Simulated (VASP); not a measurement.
# Ca2SeI2 (P6/mmm) in VASP: further runs

Runs on Ca2SeI2. Level: PBE. Tasks: relaxation of cell and atoms, single point.

All numbers are computed with VASP 6.6.1; they aren't measurements. Logs are shortened: lines on timing, memory, paths and dates and some standing lists are left out, and cuts for length are marked.

### Step 1. The cell of the first run

The structure is hexagonal, space group P6/mmm (No. 191). Conventional cell: a = 4.966 Å, b = 4.966 Å, c = 8.225 Å, α = 90.00°, β = 90.00°, γ = 120.00°. Within 3.8 Å of Ca (site symmetry -6m2) lie 3 Ca at 2.87 Å and 3 Se at 2.87 Å and 6 I at 3.56 Å. Within 2.9 Å of Se (site symmetry 6/mmm) lie 2 I at 2.11 Å and 6 Ca at 2.87 Å. I (site symmetry 6mm) has 1 Se at 2.11 Å within 2.8 Å.

The cell was built from a structure type or drawn by symmetry, and may not be a known phase.

### Step 2. Relaxation of cell and atoms, PBE

Contents of INCAR:

```
SYSTEM = Ca2SeI2
PREC = Accurate
ENCUT = 600
EDIFF = 1E-6
ISMEAR = 0
SIGMA = 0.1
LREAL = .False.
LASPH = .True.
NELM = 60
ALGO = Normal
ISIF = 3
LWAVE = .False.
LCHARG = .False.
GGA = PE
IBRION = 2
NSW = 90
EDIFFG = -0.04
```

Contents of KPOINTS:

```
regular mesh
0
Gamma
  6 6 2
  0 0 0
```

Contents of POSCAR:

```
Ca2SeI2
1.0
    4.9659734100      0.0000000000      0.0000000000
   -2.4829867100      4.3006591300      0.0000000000
    0.0000000000      0.0000000000      8.2254723000
Ca Se I
2 1 2
Direct
    0.3333333300      0.6666666700      0.0000000000
    0.6666666700      0.3333333300      0.0000000000
    0.0000000000      0.0000000000      0.0000000000
    0.0000000000      0.0000000000      0.7435712700
    0.0000000000      0.0000000000      0.2564287300
```

Potentials or basis: VASP PAW PBE potentials, release 64 (Ca_sv, Se, I).

On the command line:

```sh
$ cat potpaw_PBE.64/Ca_sv/POTCAR potpaw_PBE.64/Se/POTCAR potpaw_PBE.64/I/POTCAR > POTCAR
$ mpirun -np 1 vasp_std > vasp.out
```

OUTCAR:

```text
SYSTEM = Ca2SeI2
   PREC = Accurate
   ENCUT = 600
   EDIFF = 1E-6
   ISMEAR = 0
   LREAL = .False.
   LASPH = .True.
   NELM = 60
   ISIF = 3
   GGA = PE
   IBRION = 2
   NSW = 90
   EDIFFG = -0.04

 ion  position               nearest neighbor table
   1  0.333  0.667  0.000-   2 2.87   2 2.87   3 2.87   3 2.87   3 2.87   2 2.87
   2  0.667  0.333  0.000-   1 2.87   1 2.87   3 2.87   3 2.87   3 2.87   1 2.87
   3  0.000  0.000  0.000-   4 2.11   5 2.11   1 2.87   2 2.87   2 2.87   1 2.87   2 2.87   1 2.87

   4  0.000  0.000  0.744-   3 2.11
   5  0.000  0.000  0.256-   3 2.11

  LATTYP: Found a hexagonal cell.
 ALAT       =     4.9659734100
 C/A-ratio  =     1.6563665612

  Lattice vectors:

 A1 = (   4.9659734100,   0.0000000000,   0.0000000000)
 A2 = (  -2.4829867100,   4.3006591300,   0.0000000000)
 A3 = (   0.0000000000,   0.0000000000,   8.2254723000)

Analysis of symmetry for initial positions (statically):
=====================================================================
 Subroutine PRICEL returns:
 Original cell was already a primitive cell.

 Routine SETGRP: Setting up the symmetry group for a
 hexagonal supercell.

 Subroutine GETGRP returns: Found 24 space group operations
 (whereof 24 operations were pure point group operations)
 out of a pool of 24 trial point group operations.

The static configuration has the point symmetry D_6h.

Analysis of symmetry for dynamics (positions and initial velocities):
=====================================================================
 Subroutine PRICEL returns:
 Original cell was already a primitive cell.

 Routine SETGRP: Setting up the symmetry group for a
 hexagonal supercell.

 Subroutine GETGRP returns: Found 24 space group operations
 (whereof 24 operations were pure point group operations)
 out of a pool of 24 trial point group operations.

The dynamic configuration has the point symmetry D_6h.

 Subroutine INISYM returns: Found 24 space group operations
 (whereof 24 operations are pure point group operations),
 and found     1 'primitive' translations

----------------------------------------------------------------------------------------

                                     Primitive cell

  volume of cell :     175.6711

  direct lattice vectors                    reciprocal lattice vectors
     4.965973410  0.000000000  0.000000000     0.201370390  0.116261249  0.000000000
    -2.482986710  4.300659130  0.000000000     0.000000000  0.232522497  0.000000000
[... 96 lines left out ...]
   EFERMI_NEDOS =   21; number of points for ismear=-14 and -15
   IALGO  =     38    algorithm
   IMIX   =      4    mixing-type and parameters
     AMIX     =   0.40;   BMIX     =  1.00
     AMIX_MAG =   1.60;   BMIX_MAG =  1.00
  volume/ion in A,a.u.               =      35.13       237.10
  Fermi-wavevector in a.u.,A,eV,Ry     =   0.999681  1.889123 13.597145  0.999362
  Thomas-Fermi vector in A             =   2.131987
   LORBIT       =      0    0 simple, 1 ext, 2 COOP (PROOUT), +10 PAW based schemes
   GGA     = PE    functional components
   LHFCALC =     F    Hartree Fock is set to
   AEXX    =    0.0000 exact exchange contribution
   IVDW    =     0    specifies the selected vdW correction
   LEPSILON=     F    determine dielectric tensor
   LRPA    =     F    only Hartree local field effects (RPA)
 conjugate gradient relaxation of ions
 non-spin polarized calculation
 Gauss-broadening in eV      SIGMA  =   0.10
  energy-cutoff  :      600.00
  volume of cell :      175.67
 maximum number of plane-waves:      5900
 NGX is ok and might be reduce to    40
   NGX = 19   NGY = 19   NGZ = 33

--------------------------------------- Ionic step        1  -------------------------------------------

 number of electron      39.9999998 magnetization

 Free energy of the ion-electron system (eV)
  ---------------------------------------------------
  ext. energy  EPLUGINS =         0.00000000
  ---------------------------------------------------
  free energy    TOTEN  =        -3.00807962 eV

  energy without entropy =       -2.99538990  energy(sigma->0) =       -3.00173476

------------------------ aborting loop because EDIFF is reached ----------------------------------------

  FORCE on cell =-STRESS in cart. coord.  units (eV):
  Direction    XX          YY          ZZ          XY          YZ          ZX
  --------------------------------------------------------------------------------------
  -------------------------------------------------------------------------------------
  Total        8.4537951      8.4537951     72.8752596     -0.0000000      0.0000000      0.0000000
  in kB       77.1013612     77.1013613    664.6460702     -0.0000001      0.0000000      0.0000000
  external PRESSURE =     272.9495976 kB  Pullay stress =       0.0000000 kB
[... 98 lines left out ...]
  FREE ENERGIE OF THE ION-ELECTRON SYSTEM (eV)
  ---------------------------------------------------
  free  energy   TOTEN  =        -9.7423722923 eV

  energy  without entropy=       -9.6467445451  energy(sigma->0) =       -9.69455842

 E-fermi :  -1.1405     XC(G=0):  -5.6841

 val. band max:       -1.1457368014   @ k =   0.3333   0.0000   0.0000
 cond. band min:      -1.1258930000   @ k =   0.1667   0.0000   0.0000
 fundamental gap:      0.0198438014
 Fermi energy:        -1.1404711119

 k-point     1 :       0.0000    0.0000    0.0000
  band No.  band energies     occupation
      1     -43.9688      2.00000
      2     -43.8457      2.00000
      3     -25.1313      2.00000
      4     -25.1313      2.00000
      5     -25.0748      2.00000
      6     -24.9593      2.00000
[... 367 lines left out ...]
     23      -0.7024      0.00000
     24      -0.1427      0.00000

[... ionic steps 4 to 15 ...]

--------------------------------------- Ionic step       16  -------------------------------------------

 number of electron      40.0000000 magnetization

------------------------ aborting loop because EDIFF is reached ----------------------------------------
[... 73 lines left out ...]
--------------------------------------- Ionic step       18  -------------------------------------------

 number of electron      40.0000004 magnetization

 Free energy of the ion-electron system (eV)
  ---------------------------------------------------
  ext. energy  EPLUGINS =         0.00000000
  ---------------------------------------------------
  free energy    TOTEN  =       -12.05775574 eV

  energy without entropy =      -12.04244083  energy(sigma->0) =      -12.05009829

 E-fermi :   1.3398     XC(G=0):  -6.8887

 val. band max:        1.2710461294   @ k =   0.3333   0.1667   0.5000
 cond. band min:       1.4128512342   @ k =   0.3333   0.0000   0.0000
 fundamental gap:      0.1418051048
 Fermi energy:         1.3398290659

 k-point     1 :       0.0000    0.0000    0.0000
  band No.  band energies     occupation
      1     -41.4374      2.00000
      2     -41.3131      2.00000
      3     -22.6212      2.00000
      4     -22.6212      2.00000
      5     -22.4849      2.00000
      6     -22.3690      2.00000
[... 399 lines left out ...]
  FREE ENERGIE OF THE ION-ELECTRON SYSTEM (eV)
  ---------------------------------------------------
  free  energy   TOTEN  =       -12.0577557391 eV

  energy  without entropy=      -12.0424408311  energy(sigma->0) =      -12.05009829

 reached required accuracy - stopping structural energy minimisation
```

CONTCAR:

```text
Ca2SeI2
   1.00000000000000
     5.3326911585443355   -0.0000000004349923    0.0000000000000000
    -2.6663455850181128    4.6182460170193327   -0.0000000000000000
    -0.0000000000000000    0.0000000000000000    9.6140136941619865
  Ca              Se              I
     2     1     2
Direct
     0.3333333300000021    0.6666666699999979    0.0000000000000000
     0.6666666699999979    0.3333333300000021    0.0000000000000000
     0.0000000000000000    0.0000000000000000    0.0000000000000000
     0.0000000000000000    0.0000000000000000    0.6692957837938319
     0.0000000000000000    0.0000000000000000    0.3307042162061681

  0.00000000E+00  0.00000000E+00  0.00000000E+00
  0.00000000E+00  0.00000000E+00  0.00000000E+00
  0.00000000E+00  0.00000000E+00  0.00000000E+00
  0.00000000E+00  0.00000000E+00  0.00000000E+00
  0.00000000E+00  0.00000000E+00  0.00000000E+00
```

Run time: 11 min. Hardware: 1 thread of Intel Xeon 6975P-C (Granite Rapids), shared host; peak memory 0.39 GiB.

What came out:

```
Free energy                           : -12.0578 eV
Relaxed volume                        : 47.35 Å³/atom
Relaxed cell                          : a = 5.333 Å, b = 5.333 Å, c = 9.614 Å, α = 90.00°, β = 90.00°, γ = 120.00°
Space group after relaxing (to 0.1 Å) : P6/mmm (No. 191)
Energy gained by relaxing             : 1809.9 meV/atom
Ionic steps                           : 18
Pressure after relaxing               : -0.1 GPa
Largest force after relaxing          : 0.029 eV/Å
Band gap on the k mesh                : zero (bands 20 and 21 overlap by 0.63 eV)
```

Forces in eV/Å, atoms in the order of the input:
```
Ca   0.000  0.000  0.000
Ca   0.000  0.000  0.000
Se   0.000  0.000  0.000
I    0.000  0.000  0.029
I    0.000  0.000 -0.029
```

The path:
| step | energy change (eV) | largest force (eV/Å) | pressure (GPa) | volume (Å³) |
| --- | --- | --- | --- | --- |
| 1 | 0.0000 | 16.8832 | 27.29 | 175.67 |
| 2 | -6.6532 | 0.0469 | -0.48 | 349.99 |
| 3 | -6.7343 | 0.0065 | -0.50 | 341.96 |
| 4 | -6.8217 | 0.0359 | -0.51 | 334.04 |
| 5 | -8.4581 | 0.3139 | -0.62 | 250.12 |
| 6 | -8.6615 | 1.2031 | 2.48 | 211.74 |
| 7 | -8.7876 | 0.0380 | 0.25 | 231.32 |
| 8 | -8.8168 | 0.5773 | 1.34 | 219.58 |
| 9 | -8.8336 | 0.3371 | 0.87 | 223.84 |
| 10 | -8.8330 | 0.3890 | 0.97 | 222.84 |
| 11 | -8.9362 | 0.4800 | 0.33 | 230.47 |
| 12 | -8.9650 | 0.5321 | 0.08 | 236.00 |
| 13 | -8.9684 | 0.5508 | 0.00 | 238.43 |
| 14 | -8.9970 | 0.4049 | -0.20 | 240.14 |
| 15 | -9.0240 | 0.1014 | -0.56 | 244.30 |
| 16 | -9.0445 | 0.0235 | -0.33 | 240.39 |
| 17 | -9.0481 | 0.0457 | -0.16 | 238.10 |
| 18 | -9.0497 | 0.0286 | -0.09 | 236.77 |

Final structure:
```xyz
5
Lattice="5.3327 0.0000 0.0000 -2.6663 4.6182 0.0000 0.0000 0.0000 9.6140" Properties=species:S:1:pos:R:3 pbc="T T T"
Ca    0.0000    3.0788    0.0000
Ca    2.6663    1.5394    0.0000
Se    0.0000    0.0000    0.0000
I     0.0000    0.0000    6.4346
I     0.0000    0.0000    3.1794
```

Caveat: the k points lie up to 0.33 Å⁻¹ apart in the final cell, too coarse for converged energies and pressures of a metal; the volume moved by over 15 % at a fixed basis, so the end points are rough; spin-orbit coupling is left out, which moves the levels of the heavy elements.

(Continued in part 2 of 2.)
